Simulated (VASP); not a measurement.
# Rh (Cmcm) in VASP: further runs

Rh is run at these levels: PBEsol; tasks: single point.

All numbers are computed with VASP 6.6.1; they aren't measurements. Logs are shortened: lines on timing, memory, paths and dates and some standing lists are left out, and cuts for length are marked.

## 1. The cell of the first run

The structure is orthorhombic, space group Cmcm (No. 63). Conventional cell: a = 2.799 Å, b = 4.730 Å, c = 4.428 Å, α = 90.00°, β = 90.00°, γ = 90.00°. Within 3.6 Å of Rh (site symmetry m2m) lie 12 Rh at 2.72 to 2.80 Å.

## 2. Single point, PBEsol (strain +0.0250 x Voigt [1, 0, 0, 0, 0, 0])

Input file INCAR:

```
SYSTEM = Rh
ALGO = Fast
EDIFF = 1E-6
ENCUT = 520
GGA = PS
ISIF = 2
ISMEAR = 0
LASPH = .True.
LCHARG = .True.
LELF = .True.
LREAL = .False.
LVHAR = .True.
LWAVE = .False.
NBANDS = 22
NELM = 100
PREC = Accurate
SIGMA = 0.15
```

Input file KPOINTS:

```
k-points
0
Gamma
  18 18 12
  0 0 0
```

Input file POSCAR:

```
Rh
1.0
    2.7992535183      0.0000000000      0.0000000000
   -1.3996267591      2.3650972278      0.0000000000
    0.0000000000      0.0000000000      4.4284890000
Rh
2
Direct
    0.6666666667      0.3333333333      0.7500000000
    0.3333333333      0.6666666667      0.2500000000
```

Potentials or basis: VASP PAW PBE potentials, release 64 (Rh_pv).

On the command line:

```bash
$ cat potpaw_PBE.64/Rh_pv/POTCAR > POTCAR
$ mpirun -np 1 vasp_std > vasp.out
```

OUTCAR:

```text
SYSTEM = Rh
   EDIFF = 1E-6
   ENCUT = 520
   GGA = PS
   ISIF = 2
   ISMEAR = 0
   LASPH = .True.
   LREAL = .False.
   NELM = 100
   PREC = Accurate

 ion  position               nearest neighbor table
   1  0.667  0.333  0.750-   2 2.72   2 2.72   2 2.74   2 2.74   2 2.74   2 2.74
   2  0.333  0.667  0.250-   1 2.72   1 2.72   1 2.74   1 2.74   1 2.74   1 2.74

  Warning from LATTYP: Monoclinic adjustment (A1->A3, A2->A1, A3->A2)!
  LATTYP: Found a base centered orthorhombic cell.
 ALAT       =     2.7992535183
 B/A-ratio  =     1.6898056659
 C/A-ratio  =     1.5820249831

  Lattice vectors:

 A1 = (   1.3996267591,  -2.3650972278,   0.0000000000)
 A2 = (   1.3996267592,   2.3650972278,   0.0000000000)
 A3 = (   0.0000000000,   0.0000000000,   4.4284890000)

Analysis of symmetry for initial positions (statically):
=====================================================================
 Subroutine PRICEL returns:
 Original cell was already a primitive cell.

 Routine SETGRP: Setting up the symmetry group for a
 base centered orthorhombic supercell.

 Subroutine GETGRP returns: Found  8 space group operations
 (whereof  4 operations were pure point group operations)
 out of a pool of  8 trial point group operations.

The static configuration has the point symmetry C_2h.
 The point group associated with its full space group is D_2h.

Analysis of symmetry for dynamics (positions and initial velocities):
=====================================================================
 Subroutine PRICEL returns:
 Original cell was already a primitive cell.

 Routine SETGRP: Setting up the symmetry group for a
 base centered orthorhombic supercell.

 Subroutine GETGRP returns: Found  8 space group operations
 (whereof  4 operations were pure point group operations)
 out of a pool of  8 trial point group operations.

The dynamic configuration has the point symmetry C_2h.
 The point group associated with its full space group is D_2h.

 Subroutine INISYM returns: Found  8 space group operations
 (whereof  4 operations are pure point group operations),
 and found     1 'primitive' translations

----------------------------------------------------------------------------------------

                                     Primitive cell

  volume of cell :      29.3188

  direct lattice vectors                    reciprocal lattice vectors
     2.799253518  0.000000000  0.000000000     0.357238097  0.211407799  0.000000000
    -1.399626759  2.365097228  0.000000000     0.000000000  0.422815599  0.000000000
     0.000000000  0.000000000  4.428489000     0.000000000  0.000000000  0.225810655

  length of vectors
     2.799253518  2.748206681  4.428489000     0.415105186  0.422815599  0.225810655

  position of ions in fractional coordinates (direct lattice)
     0.666666667  0.333333333  0.750000000
     0.333333333  0.666666667  0.250000000

  ion indices of the primitive-cell ions
   primitive index   ion index
                 1           1
                 2           2

----------------------------------------------------------------------------------------

 KPOINTS: k-points

Automatic generation of k-mesh.
 Grid dimensions read from file:
 generate k-points for:   18   18   12

 Generating k-lattice:

  Cartesian coordinates                     Fractional coordinates (reciprocal lattice)
     0.019846561  0.011744878  0.000000000     0.055555556  0.000000000  0.000000000
     0.000000000  0.023489755  0.000000000     0.000000000  0.055555556  0.000000000
     0.000000000  0.000000000  0.018817555     0.000000000  0.000000000  0.083333333

  Length of vectors
     0.023061399  0.023489755  0.018817555

  Shift w.r.t. Gamma in fractional coordinates (k-lattice)
     0.000000000  0.000000000  0.000000000

 Subroutine IBZKPT returns following result:
 ===========================================

 Found    637 irreducible k-points:

 Following reciprocal coordinates:
            Coordinates               Weight
  0.000000  0.000000  0.000000      1.000000
  0.055556 -0.000000  0.000000      4.000000
  0.111111 -0.000000  0.000000      4.000000
  0.166667 -0.000000  0.000000      4.000000
  0.222222 -0.000000  0.000000      4.000000
  0.277778 -0.000000  0.000000      4.000000
[... 16 lines left out ...]
 -0.333333  0.055556  0.000000      4.000000
 -0.277778  0.055556  0.000000      4.000000
 [... further k-points ...]
   k-points           NKPTS =    637   k-points in BZ     NKDIM =    637   number of bands    NBANDS=     22
   number of dos      NEDOS =    301   number of ions     NIONS =      2
   total plane-waves  NPLWV =  17280
   dimension x,y,z NGX =    24 NGY =   20 NGZ =   36
   dimension x,y,z NGXF=    48 NGYF=   40 NGZF=   72
   ions per type =               2
   NGX,Y,Z   is equivalent  to a cutoff of  14.25, 12.10, 13.51 a.u.
   NGXF,Y,Z  is equivalent  to a cutoff of  28.51, 24.20, 27.03 a.u.
 SYSTEM =  Rh
   PREC   = accura    normal or accurate (medium, high low for compatibility)
   ISTART =      0    job   : 0-new  1-cont  2-samecut
   ICHARG =      2    charge: 1-file 2-atom 10-const
   ISPIN  =      1    spin polarized calculation?
   LNONCOLLINEAR =      F non collinear calculations
   LSORBIT =      F    spin-orbit coupling
   LASPH  =      T    aspherical Exc in radial PAW
   ENCUT  =  520.0 eV  38.22 Ry    6.18 a.u.   5.20  5.11  8.23*2*pi/ulx,y,z
   NELM   =    100;   NELMIN=  2; NELMDL= -5     # of ELM steps
   EDIFF  = 0.1E-05   stopping-criterion for ELM
   LREAL  =      F    real-space projection
   EDIFFG = 0.1E-04   stopping-criterion for IOM
   NSW    =      0    number of steps for IOM
   IBRION =     -1    ionic relax: 0-MD 1-quasi-New 2-CG
   NFREE  =      0    steps in history (QN), initial steepest desc. (CG)
   ISIF   =      2    stress and relaxation
   ISYM   =      2    0-nonsym 1-usesym 2-fastsym
   POTIM  = 0.5000    time-step for ionic-motion
   TEBEG  =    0.0;   TEEND  =   0.0 temperature during run
   PSTRESS=    0.0 pullay stress
   NELECT =      30.0000    total number of electrons
   NUPDOWN=      -1.0000    fix difference up-down
   EMIN   =  10.00;   EMAX   =-10.00  energy-range for DOS
   EFERMI =   0.00;   METHOD = LEGACY
   ISMEAR =     0;   SIGMA  =   0.15  broadening in eV -4-tet -1-fermi 0-gaus
   EFERMI_NEDOS =   21; number of points for ismear=-14 and -15
   IALGO  =     68    algorithm
   IMIX   =      4    mixing-type and parameters
     AMIX     =   0.40;   BMIX     =  1.00
     AMIX_MAG =   1.60;   BMIX_MAG =  1.00
  volume/ion in A,a.u.               =      14.66        98.93
  Fermi-wavevector in a.u.,A,eV,Ry     =   1.649680  3.117443 37.027485  2.721443
  Thomas-Fermi vector in A             =   2.738758
   LORBIT       =      0    0 simple, 1 ext, 2 COOP (PROOUT), +10 PAW based schemes
   GGA     = PS    functional components
   LHFCALC =     F    Hartree Fock is set to
   AEXX    =    0.0000 exact exchange contribution
   IVDW    =     0    specifies the selected vdW correction
   LEPSILON=     F    determine dielectric tensor
   LRPA    =     F    only Hartree local field effects (RPA)
 non-spin polarized calculation
 RMM-DIIS sequential band-by-band and
 Gauss-broadening in eV      SIGMA  =   0.15
  energy-cutoff  :      520.00
  volume of cell :       29.32
 maximum number of plane-waves:       808
 NGX is ok and might be reduce to    24
   NGX = 11   NGY = 11   NGZ = 17

 number of electron      30.0000003 magnetization

 Free energy of the ion-electron system (eV)
  ---------------------------------------------------
  ext. energy  EPLUGINS =         0.00000000
  ---------------------------------------------------
  free energy    TOTEN  =       -16.06866775 eV

  energy without entropy =      -16.02871436  energy(sigma->0) =      -16.04869105

 E-fermi :  10.7042     XC(G=0): -13.8067

 val. band max:       10.7030639330   @ k =  -0.3333   0.1111   0.5000
 cond. band min:      10.7055961141   @ k =   0.2778   0.1111   0.1667
 fundamental gap:      0.0025321811
 Fermi energy:        10.7041520588

 k-point     1 :       0.0000    0.0000    0.0000
  band No.  band energies     occupation
      1     -36.2236      2.00000
      2     -35.6806      2.00000
      3     -35.6784      2.00000
      4     -35.6058      2.00000
      5     -35.5891      2.00000
      6     -35.5857      2.00000
[... 14 lines left out ...]
     21      28.8254      0.00000
     22      29.2370      0.00000

 k-point     2 :       0.0556   -0.0000    0.0000
  band No.  band energies     occupation
      1     -36.2179      2.00000
      2     -35.6924      2.00000
      3     -35.6830      2.00000
      4     -35.6083      2.00000
      5     -35.6012      2.00000
      6     -35.5884      2.00000
[... 14 lines left out ...]
     21      28.9353      0.00000
     22      29.2613      0.00000

 k-point     3 :       0.1111   -0.0000    0.0000
  band No.  band energies     occupation
      1     -36.2012      2.00000
      2     -35.7282      2.00000
      3     -35.6943      2.00000
      4     -35.6383      2.00000
      5     -35.6161      2.00000
      6     -35.5938      2.00000
[... 14 lines left out ...]
     21      28.9931      0.00000
     22      29.2248      0.00000

 k-point     4 :       0.1667   -0.0000    0.0000
  band No.  band energies     occupation
      1     -36.1745      2.00000
      2     -35.7830      2.00000
      3     -35.7119      2.00000
      4     -35.6938      2.00000
      5     -35.6290      2.00000
      6     -35.6023      2.00000
[... 14 lines left out ...]
     21      28.7518      0.00000
     22      29.3214      0.00000

 k-point     5 :       0.2222   -0.0000    0.0000
  band No.  band energies     occupation
      1     -36.1395      2.00000
      2     -35.8504      2.00000
      3     -35.7640      2.00000
      4     -35.7300      2.00000
      5     -35.6470      2.00000
      6     -35.6131      2.00000
[... 14 lines left out ...]
     21      27.6879      0.00000
     22      28.3689      0.00000

 k-point     6 :       0.2778   -0.0000    0.0000
  band No.  band energies     occupation
      1     -36.0988      2.00000
      2     -35.9223      2.00000
      3     -35.8349      2.00000
      4     -35.7513      2.00000
      5     -35.6697      2.00000
      6     -35.6249      2.00000
[... 14 lines left out ...]
     21      26.3947      0.00000
     22      27.3010      0.00000

 k-point     7 :       0.3333   -0.0000    0.0000
  band No.  band energies     occupation
      1     -36.0555      2.00000
      2     -35.9899      2.00000
      3     -35.9007      2.00000
      4     -35.7707      2.00000
      5     -35.6960      2.00000
      6     -35.6363      2.00000
[... 324 lines left out ...]
      6     -35.6630      2.00000
[... 14 lines left out ...]
     21      23.0468      0.00000
     22      24.4199      0.00000

 k-point    21 :      -0.4444    0.0556    0.0000
  band No.  band energies     occupation
      1     -36.0602      2.00000
      2     -35.9937      2.00000
      3     -35.9661      2.00000
      4     -35.8017      2.00000
      5     -35.7381      2.00000
      6     -35.6591      2.00000
[... 14 lines left out ...]
     21      23.4610      0.00000
     22      25.2588      0.00000

 k-point    22 :      -0.3889    0.0556    0.0000
  band No.  band energies     occupation
      1     -36.0319      2.00000
      2     -36.0133      2.00000
      3     -35.9217      2.00000
      4     -35.7889      2.00000
      5     -35.7116      2.00000
      6     -35.6512      2.00000
[... 14 lines left out ...]
     21      24.2119      0.00000
     22      26.0122      0.00000

 k-point    23 :      -0.3333    0.0556    0.0000
  band No.  band energies     occupation
      1     -36.0749      2.00000
      2     -35.9510      2.00000
      3     -35.8636      2.00000
      4     -35.7700      2.00000
      5     -35.6842      2.00000
      6     -35.6403      2.00000
[... 14 lines left out ...]
     21      25.1850      0.00000
     22      26.8657      0.00000

 k-point    24 :      -0.2778    0.0556    0.0000
  band No.  band energies     occupation
      1     -36.1171      2.00000
      2     -35.8811      2.00000
      3     -35.7998      2.00000
      4     -35.7456      2.00000
      5     -35.6596      2.00000
      6     -35.6278      2.00000
[... 14 lines left out ...]
     21      26.2478      0.00000
     22      27.8280      0.00000

 [... further k-points ...]

------------------------ aborting loop because EDIFF is reached ----------------------------------------

  FORCE on cell =-STRESS in cart. coord.  units (eV):
  Direction    XX          YY          ZZ          XY          YZ          ZX
  --------------------------------------------------------------------------------------
  -------------------------------------------------------------------------------------
  Total       -3.9420022     -2.9508760     -3.3344953     -0.0000000      0.0000000      0.0000000
  in kB     -215.4173322   -161.2555783   -182.2190983     -0.0000000      0.0000000      0.0000000
  external PRESSURE =    -186.2973362 kB  Pullay stress =       0.0000000 kB

 VOLUME and BASIS-vectors are now :
 -----------------------------------------------------------------------------
  energy-cutoff  :      520.00
  volume of cell :       29.32
      direct lattice vectors                 reciprocal lattice vectors
     2.799253518  0.000000000  0.000000000     0.357238097  0.211407799  0.000000000
    -1.399626759  2.365097228  0.000000000     0.000000000  0.422815599  0.000000000
     0.000000000  0.000000000  4.428489000     0.000000000  0.000000000  0.225810655

 POSITION                                       TOTAL-FORCE (eV/Angst)
 -----------------------------------------------------------------------------------
      1.39963      0.78837      3.32137         0.000000      0.040174      0.000000
     -0.00000      1.57673      1.10712        -0.000000     -0.040174     -0.000000
 -----------------------------------------------------------------------------------
    total drift:                               -0.000000      0.000000     -0.000000

  FREE ENERGIE OF THE ION-ELECTRON SYSTEM (eV)
  ---------------------------------------------------
  free  energy   TOTEN  =       -16.0686677473 eV

  energy  without entropy=      -16.0287143607  energy(sigma->0) =      -16.04869105
```

It took 3.1 min on 1 thread of Intel Xeon Platinum 8488C (Sapphire Rapids), shared host; peak memory 0.4 GiB.

What came out:

```yaml
Free_energy: -16.0687 eV
Pressure: -18.6 GPa
Largest_force: 0.040 eV/Å
Band_gap_on_the_k_mesh: zero (bands 15 and 16 overlap by 2.21 eV)
```

Forces in eV/Å, atoms in the order of the input:
```
Rh   0.000  0.040  0.000
Rh   0.000 -0.040  0.000
```

Stress tensor (GPa, compression positive):
```
-21.54   0.00   0.00
  0.00 -16.13   0.00
  0.00   0.00 -18.22
```

Caveat: the cell differs from its parent crystal (strain +0.0250 x Voigt [1, 0, 0, 0, 0, 0]); the cell stands under tension; the PAW data sets were made with another functional, which shifts forces and pressure a little.

## 3. Single point, PBEsol (strain +0.0500 x Voigt [1, 0, 0, 0, 0, 0])

Input file INCAR:

```
SYSTEM = Rh
  PREC = Accurate
  ENCUT = 520
  EDIFF = 1E-7
  ISMEAR = 0
  SIGMA = 0.15
  LREAL = .False.
  LASPH = .True.
  NELM = 60
  ALGO = Fast
  ISIF = 2
  LWAVE = .False.
  LCHARG = .False.
  GGA = PS
  NBANDS = 22
```

Input file KPOINTS:

```
Automatic mesh
0
Gamma
  18 18 12
  0 0 0
```

Input file POSCAR:

```
Rh
1.0
    2.8675279943      0.0000000000      0.0000000000
   -1.4337639972      2.3650972278      0.0000000000
    0.0000000000      0.0000000000      4.4284890000
Rh
2
Direct
    0.6666666667      0.3333333333      0.7500000000
    0.3333333333      0.6666666667      0.2500000000
```

Potentials or basis: VASP PAW PBE potentials, release 64 (Rh_pv).

On the command line:

```bash
$ cat potpaw_PBE.64/Rh_pv/POTCAR > POTCAR
$ mpirun -np 1 vasp_std > vasp.out
```

Wall time 4.1 min (1 thread of Intel Xeon Platinum 8488C (Sapphire Rapids), shared host); peak memory 0.42 GiB.

Results (log left out):

```
Free energy            : -15.9589 eV
Pressure               : -22.5 GPa
Largest force          : 0.075 eV/Å
Band gap on the k mesh : zero (bands 15 and 16 overlap by 2.07 eV)
```

Forces on the atoms (eV/Å):
```
Rh   0.000  0.075  0.000
Rh   0.000 -0.075  0.000
```

Stress tensor (GPa, compression positive):
```
-27.55   0.00   0.00
  0.00 -18.75   0.00
  0.00   0.00 -21.18
```

Levels at points of the mesh, in eV from the Fermi level:
```csv
k point,band 13,band 14,band 15,band 16,band 17,band 18
"(0.00, 0.00, 0.00)",-1.87,-1.85,-1.75,0.05,0.18,0.96
"(0.50, 0.00, 0.00)",-2.02,0.21,0.50,0.62,2.60,4.44
"(0.00, 0.50, 0.00)",-1.66,0.37,0.54,0.66,2.91,4.91
"(0.00, 0.00, 0.50)",-2.50,-2.50,-0.47,-0.47,-0.29,-0.29
"(0.50, 0.00, 0.50)",-0.32,-0.32,0.42,0.42,2.37,2.37
"(0.00, 0.50, 0.50)",-0.22,-0.22,0.54,0.54,2.75,2.75
```

Caveat: the cell differs from its parent crystal (strain +0.0500 x Voigt [1, 0, 0, 0, 0, 0]); the cell stands under tension; the PAW data sets were made with another functional, which shifts forces and pressure a little.
